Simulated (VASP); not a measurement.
# H2C18O in VASP: a series of runs, part 2 of 2

VASP 6.6.1. The steps go on from the part before.

### Step 3. Single point, PBE

INCAR reads:

```
ALGO = Normal
EDIFF = 1E-7
ENCUT = 520
GGA = PE
ISIF = 2
ISMEAR = 0
LASPH = T
LCHARG = F
LREAL = Auto
LWAVE = F
NBANDS = 56
NELM = 60
PREC = Accurate
SIGMA = 0.05
```

KPOINTS reads:

```
k-points
0
Gamma
  2 2 1
```

POSCAR reads:

```
H2C18O
1.0
    7.3980000000      0.0000000000      0.0000000000
   -3.6990000000      6.4068560000      0.0000000000
    0.0000000000      0.0000000000     11.0000000000
C O H
18 1 2
Direct
    0.0092712281      0.0010796429      0.0652731532
    0.2341217863      0.1135227607      0.0653233290
    0.0110618360      0.3367344789      0.0652233471
    0.2324532316      0.4474523175      0.0652376780
    0.0115708994      0.6683235331      0.0652723711
    0.2318868177      0.7784272918      0.0653398643
    0.3442562128      0.0032810342      0.0654652080
    0.5658302115      0.1140626388      0.0655407874
    0.3449056820      0.3350398619      0.0652487318
    0.5652946846      0.4452698936      0.0652696804
    0.3426520032      0.6677618461      0.0652906693
    0.5675313958      0.7801819609      0.0652938634
    0.6783257423      0.0015991465      0.0653599862
    0.8986433652      0.1118535630      0.0652591059
    0.6760938678      0.3345780612      0.0653836653
    0.9009720656      0.4469506598      0.0652508958
    0.6777442142      0.6700824909      0.0652641327
    0.8991463812      0.7807543992      0.0652875102
    0.6382275718      0.2420061483      0.3950095416
    0.5384358137      0.2701614317      0.4354587183
    0.5836832894      0.2030505390      0.3130388608
```

Potentials or basis: VASP PAW PBE potentials, release 64 (C, O, H).

Run with:

```console
cat potpaw_PBE.64/C/POTCAR potpaw_PBE.64/O/POTCAR potpaw_PBE.64/H/POTCAR > POTCAR
mpirun -np 1 vasp_std > vasp.out
```

OUTCAR:

```text
EDIFF = 1E-7
   ENCUT = 520
   GGA = PE
   ISIF = 2
   ISMEAR = 0
   LASPH = T
   LREAL = Auto
   NELM = 60
   PREC = Accurate

 ion  position               nearest neighbor table
   1  0.009  0.001  0.065-  18 1.41  14 1.42   2 1.44
   2  0.234  0.114  0.065-   7 1.41   9 1.42   1 1.44
   3  0.011  0.337  0.065-  16 1.41   4 1.42  14 1.44
   4  0.232  0.447  0.065-  11 1.41   3 1.42   9 1.44
   5  0.012  0.668  0.065-   6 1.41  16 1.42  18 1.44
   6  0.232  0.778  0.065-   5 1.41  11 1.42   7 1.44
[... 10 lines left out ...]
  17  0.678  0.670  0.065-  12 1.41  18 1.42  10 1.44
  18  0.899  0.781  0.065-   1 1.41  17 1.42   5 1.44
  19  0.638  0.242  0.395-  20 0.97  21 0.97
  20  0.538  0.270  0.435-  19 0.97
  21  0.584  0.203  0.313-  19 0.97

  LATTYP: Found a hexagonal cell.
 ALAT       =     7.3980000000
 C/A-ratio  =     1.4868883482

  Lattice vectors:

 A1 = (   7.3980000000,   0.0000000000,   0.0000000000)
[... 198 lines left out ...]
 cond. band min:      -1.3818425437   @ k =   0.0000   0.0000   0.0000
 fundamental gap:      0.2148892912
 Fermi energy:        -1.4898838282

 k-point     1 :       0.0000    0.0000    0.0000
  band No.  band energies     occupation
      1     -22.2976      2.00000
      2     -21.0135      2.00000
      3     -18.5251      2.00000
      4     -18.5025      2.00000
      5     -18.4074      2.00000
      6     -18.4027      2.00000
[... 209 lines left out ...]
     51       4.2900      0.00000
     52       4.3805      0.00000
 [bands above 52 left out]

------------------------ aborting loop because EDIFF is reached ----------------------------------------

  FORCE on cell =-STRESS in cart. coord.  units (eV):
  Direction    XX          YY          ZZ          XY          YZ          ZX
  --------------------------------------------------------------------------------------
  -------------------------------------------------------------------------------------
  Total        1.6114102      1.5879784      0.0193680     -0.0112828      0.0424654     -0.0421001
  in kB        4.9518186      4.8798132      0.0595172     -0.0346718      0.1304950     -0.1293723
  external PRESSURE =       3.2970496 kB  Pullay stress =       0.0000000 kB

 VOLUME and BASIS-vectors are now :
 -----------------------------------------------------------------------------
  energy-cutoff  :      520.00
  volume of cell :      521.38
      direct lattice vectors                 reciprocal lattice vectors
     7.398000000  0.000000000  0.000000000     0.135171668  0.078041398  0.000000000
    -3.699000000  6.406856000  0.000000000     0.000000000  0.156082796  0.000000000
     0.000000000  0.000000000 11.000000000     0.000000000  0.000000000  0.090909091

 POSITION                                       TOTAL-FORCE (eV/Angst)
 -----------------------------------------------------------------------------------
      0.06459      0.00692      0.71800         0.006753     -0.003542     -0.000260
      1.31211      0.72732      0.71856        -0.011275     -0.004207     -0.001517
     -1.16375      2.15741      0.71746        -0.003638     -0.005833     -0.000141
      0.06456      2.86676      0.71761         0.005206     -0.009313     -0.000559
     -2.38653      4.28185      0.71800        -0.009542      0.001681      0.002285
     -1.16390      4.98727      0.71874         0.002641     -0.003374     -0.000152
[... 13 lines left out ...]
      2.98402      1.73089      4.79005        -0.089163      0.029388      0.092610
      3.56701      1.30092      3.44343         0.009739     -0.031719     -0.118331
 -----------------------------------------------------------------------------------
    total drift:                               -0.008120      0.022869      0.000879

  FREE ENERGIE OF THE ION-ELECTRON SYSTEM (eV)
  ---------------------------------------------------
  free  energy   TOTEN  =      -179.8822654668 eV

  energy  without entropy=     -179.8820587460  energy(sigma->0) =     -179.88216211
```

OSZICAR:

```text
N       E                     dE             d eps       ncg     rms          rms(c)
DAV:   1     0.625979091431E+03    0.62598E+03   -0.32834E+04   448   0.115E+03
DAV:   2    -0.992441332288E+02   -0.72522E+03   -0.69525E+03   664   0.280E+02
DAV:   3    -0.190720168072E+03   -0.91476E+02   -0.90770E+02   528   0.103E+02
[... 16 lines left out ...]
DAV:  20    -0.179882263786E+03   -0.71184E-05   -0.95871E-07   440   0.221E-03    0.556E-04
DAV:  21    -0.179882264888E+03   -0.11013E-05   -0.16836E-07   440   0.105E-03    0.293E-04
DAV:  22    -0.179882265320E+03   -0.43269E-06   -0.29409E-08   384   0.521E-04    0.117E-04
DAV:  23    -0.179882265435E+03   -0.11483E-06   -0.10119E-08   352   0.289E-04    0.593E-05
DAV:  24    -0.179882265467E+03   -0.31695E-07   -0.15991E-09   352   0.158E-04
   1 F= -.17988227E+03 E0= -.17988216E+03  d E =-.206721E-03
```

stdout:

```text
POSCAR found type information on POSCAR C O H
 POSCAR found :  3 types and      21 ions
 scaLAPACK will be used
 LDA part: xc-table for (Slater+PW92), standard interpolation
 POSCAR, INCAR and KPOINTS ok, starting setup
 FFT: planning ... GRIDC
 FFT: planning ... GRID_SOFT
 FFT: planning ... GRID
 WAVECAR not read
 entering main loop
```

Run time: 2.7 min. Hardware: 1 thread of Intel Xeon 6975P-C (Granite Rapids), shared host; peak memory 0.6 GiB.

What came out:

| Property | Result |
| --- | --- |
| Free energy | -179.8823 eV |
| Largest force | 0.132 eV/Å |
| Band gap on the k mesh | 0.21 eV, direct |

Forces on the atoms (eV/Å):
```
C    0.007 -0.004  0.000
C   -0.011 -0.004 -0.002
C   -0.004 -0.006  0.000
C    0.005 -0.009 -0.001
C   -0.010  0.002  0.002
C    0.003 -0.003  0.000
C   -0.005 -0.009  0.000
C    0.007  0.007  0.002
C    0.000 -0.001  0.002
C    0.001  0.008 -0.001
C    0.000  0.001  0.001
C   -0.004  0.002 -0.002
C   -0.004  0.011  0.001
C   -0.006  0.004  0.002
C    0.008  0.010 -0.001
C    0.000 -0.006  0.000
C    0.009 -0.004  0.000
C    0.002  0.004 -0.001
O    0.081 -0.002  0.021
H   -0.089  0.029  0.093
H    0.010 -0.032 -0.118
```

Levels at points of the mesh, in eV from the valence-band top:
```
           k point  band 37  band 38  band 39  band 40  band 41  band 42  band 43  band 44
(0.00, 0.00, 0.00)    -2.94    -2.61    -0.01     0.00     0.21     0.22     2.99     4.42
(0.50, 0.00, 0.00)    -2.55    -2.52    -2.51    -2.25     1.78     2.58     2.59     2.65
(0.00, 0.50, 0.00)    -2.56    -2.54    -2.49    -2.25     1.78     2.58     2.59     2.65
(0.50, 0.50, 0.00)    -2.56    -2.51    -2.50    -2.25     1.79     2.58     2.60     2.64
```

Caveat: the k points lie up to 0.49 Å⁻¹ apart.

### Step 4. Single point, PBE

INCAR reads:

```
SYSTEM = H2C18O
PREC     = Accurate       ! precision mode
ENCUT    = 520            ! plane-wave cutoff, eV
EDIFF    = 1E-7           ! SCF threshold, eV
ISMEAR   = 0              ! smearing method
SIGMA    = 0.05           ! smearing width, eV
LREAL    = Auto         
LASPH    = .TRUE.         ! aspherical terms in the spheres
NELM     = 80             ! most SCF steps
ALGO     = Normal         ! electronic algorithm
ISIF     = 2              ! what is computed and relaxed
LWAVE    = .FALSE.        ! write WAVECAR
LCHARG   = .FALSE.        ! write CHGCAR
GGA      = PE             ! functional
NBANDS   = 56             ! bands
```

KPOINTS reads:

```
regular mesh
0
G
  2 2 1
  0 0 0
```

POSCAR reads:

```
H2C18O
1.0
    7.3980000000      0.0000000000      0.0000000000
   -3.6990000000      6.4068560000      0.0000000000
    0.0000000000      0.0000000000     11.0000000000
C O H
18 1 2
Direct
    0.0092712262      0.0010796247      0.0652731818
    0.2341217495      0.1135227637      0.0653233636
    0.0110618619      0.3367344295      0.0652233636
    0.2324532811      0.4474523854      0.0652376364
    0.0115709594      0.6683235896      0.0652723636
    0.2318868348      0.7784273597      0.0653398182
    0.3442562152      0.0032810165      0.0654651818
    0.5658301916      0.1140626541      0.0655408182
    0.3449056992      0.3350398386      0.0652487273
    0.5652947127      0.4452698796      0.0652696364
    0.3426519430      0.6677618476      0.0652906364
    0.5675313325      0.7801818864      0.0652938182
    0.6783258355      0.0015992243      0.0653600000
    0.8986433522      0.1118536143      0.0652590909
    0.6760938069      0.3345779896      0.0653836364
    0.9009721235      0.4469507353      0.0652509091
    0.6777442712      0.6700824866      0.0652640909
    0.8991463258      0.7807543981      0.0652875455
    0.6382276299      0.2420062196      0.3950095455
    0.5384357814      0.2701613709      0.4354587273
    0.5836833192      0.2030506070      0.3130388182
```

Run with:

```console
cat potpaw_PBE.64/C/POTCAR potpaw_PBE.64/O/POTCAR potpaw_PBE.64/H/POTCAR > POTCAR
mpirun -np 1 vasp_std > vasp.out
```

It took 2.8 min on 1 thread of Intel Xeon 6975P-C (Granite Rapids), shared host; peak memory 0.59 GiB.

It converged, with:

```
Free energy            : -179.8823 eV
Largest force          : 0.132 eV/Å
Band gap on the k mesh : 0.21 eV, direct
```

Forces in eV/Å, atoms in the order of the input:
```
C    0.007 -0.004  0.000
C   -0.011 -0.004 -0.002
C   -0.004 -0.006  0.000
C    0.005 -0.009 -0.001
C   -0.010  0.002  0.002
C    0.003 -0.003  0.000
C   -0.005 -0.009  0.000
C    0.008  0.007  0.002
C    0.000 -0.001  0.002
C    0.001  0.008 -0.001
C    0.000  0.001  0.001
C   -0.003  0.002 -0.002
C   -0.004  0.011  0.001
C   -0.006  0.004  0.002
C    0.008  0.010 -0.001
C    0.000 -0.006  0.000
C    0.009 -0.004  0.000
C    0.002  0.004 -0.001
O    0.081 -0.002  0.021
H   -0.089  0.029  0.093
H    0.010 -0.032 -0.118
```

Levels at points of the mesh, in eV from the valence-band top:
| k point | band 38 | band 39 | band 40 | band 41 | band 42 | band 43 |
| --- | --- | --- | --- | --- | --- | --- |
| (0.00, 0.00, 0.00) | -2.61 | -0.01 | 0.00 | 0.21 | 0.22 | 2.99 |
| (0.50, 0.00, 0.00) | -2.52 | -2.51 | -2.25 | 1.78 | 2.58 | 2.59 |
| (0.00, 0.50, 0.00) | -2.54 | -2.49 | -2.25 | 1.78 | 2.58 | 2.59 |
| (0.50, 0.50, 0.00) | -2.51 | -2.50 | -2.25 | 1.79 | 2.58 | 2.60 |

Caveat: the k points lie up to 0.49 Å⁻¹ apart.
